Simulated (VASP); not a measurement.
Input of a VASP 6.6.1 run:

The input POSCAR:

```
AlRu
1.0
    2.9916000000      0.0000000000      0.0000000000
    0.0000000000      2.9916000000      0.0000000000
    0.0000000000      0.0000000000      2.9916000000
Ru Al
1 1
Direct
    0.5000000000      0.5000000000      0.5000000000
    0.0000000000      0.0000000000      0.0000000000
```

The input INCAR.step1:

```
PREC = Accurate
ENCUT = 520
EDIFF = 1E-5
ISMEAR = -1
SIGMA = 0.05
LREAL = False
LASPH = True
NELM = 80
ALGO = Normal
ISIF = 2
LWAVE = True
LCHARG = False
GGA = PE
NBANDS = 16
```

File INCAR.step2:

```
PREC = Accurate
ENCUT = 520
EDIFF = 1E-6
ISMEAR = -1
SIGMA = 0.05
LREAL = False
LASPH = True
NELM = 80
ALGO = Normal
ISIF = 2
LWAVE = False
LCHARG = False
GGA = PS
LHFCALC = True
AEXX = 0.25
HFSCREEN = 0.207
PRECFOCK = Normal
ISTART = 1
NBANDS = 16
```

KPOINTS

```
regular mesh
0
Gamma
  5 5 5
```

Potentials or basis: VASP PAW PBE potentials, release 64 (Ru_pv, Al).

Command:

```bash
$ cat potpaw_PBE.64/Ru_pv/POTCAR potpaw_PBE.64/Al/POTCAR > POTCAR
$ cp INCAR.step1 INCAR
$ mpirun -np 1 vasp_std > vasp.out
$ cp INCAR.step2 INCAR
$ mpirun -np 1 vasp_std > vasp.out
```

What does it give for the pressure?

-6.5 GPa.

Caveat: the k points lie up to 0.42 Å⁻¹ apart; the PAW data sets were made with another functional, which shifts forces and pressure a little.
